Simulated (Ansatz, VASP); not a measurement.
## Two plane-wave programs on Al

```
CELL_PARAMETERS angstrom
2.83971 0.00000 0.00000
-1.41985 2.45926 0.00000
0.00000 0.00000 4.58414
ATOMIC_POSITIONS crystal
Al 0.33333 0.66667 0.25000
Al 0.66667 0.33333 0.75000
```

Alike in both runs: task single point; functional r2SCAN; k mesh 13 × 13 × 7; occupations fermi-dirac, width 0.1 eV; non-collinear spin, spin-orbit coupling.

```csv
,VASP,Ansatz
version,VASP 6.6.1,Ansatz 0.2.0
potentials or method,"VASP PAW PBE potentials, release 64 (Al), cutoff 520 eV","plane waves (500 eV) with PAW, fully relativistic with spin-orbit coupling"
valence electrons in the cell,6,6
```

```tsv
	VASP	Ansatz	Ansatz less VASP
net moment per atom (μB)	0.00	0.00	0.000
```

VASP's potentials were made for PBE, not for r2SCAN. With one functional, cell and mesh, what is left measures potentials, basis and numerics.
